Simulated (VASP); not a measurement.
Runs of VASP 6.6.1 on AlAu2. The structure is that of space group I4/mmm (No. 139), or close to it. The cells are those of the table. 

```tsv
cell	further INCAR settings	gap on the mesh (eV)	pressure (GPa)	largest force (eV/Å)
a = 4.706 Å, angles 139.3, 139.3, 58.9°, 3 atoms	ALGO = Fast; EDIFF = 1e-07; NBANDS = 20	none	(b)	0.79
a = 4.886 Å, angles 141.7, 141.7, 55.3°, 3 atoms	ALGO = Fast; EDIFF = 1e-06; NBANDS = 20	none	12.0	0.24
a = 4.795 Å, angles 140.5, 140.5, 57.1°, 3 atoms	ALGO = Fast; EDIFF = 1e-06; NBANDS = 20	none	14.2	0.18
a = 4.629 Å, angles 137.7, 137.7, 61.3°, 3 atoms	ALGO = Fast; EDIFF = 1e-06; NBANDS = 20	none	17.3	1.74
a = 4.717 Å, angles 139.0, 139.0, 59.4°, 3 atoms	ALGO = Fast; EDIFF = 1e-06; NBANDS = 20	none	(a)	0.89
a = 4.617 Å, angles 138.1, 138.1, 60.8°, 3 atoms	ALGO = Fast; EDIFF = 1e-06; NBANDS = 20	none	21.8	1.64
```

Alike in all rows: task single point; level LDA; potentials or basis VASP PAW LDA potentials, release 64 (Al, Au); no spin polarisation; k mesh 16 × 16 × 16; cutoff (eV) 520; smearing gaussian 0.15 eV.

Question: Fill in the values left out.

Answer: (a) 13.1; (b) 17.4.

Caveats: spin-orbit coupling is left out, which moves the levels of the heavy elements; the cell stands under pressure (at least some runs); forces of over 1 eV/Å act on the atoms, so gaps and moduli don't describe the material at rest (at least some runs); the stress differs along the axes, from 14 to 25 GPa (at least some runs); the stress differs along the axes, from 11 to 31 GPa (at least some runs); the stress differs along the axes, from 9 to 21 GPa (at least some runs); the stress differs along the axes, from 15 to 35 GPa (at least some runs).

A k mesh can miss the band edges, and the runs leave out spin-orbit coupling on Au.

A gap of «none» marks levels without a gap at the run's occupations.
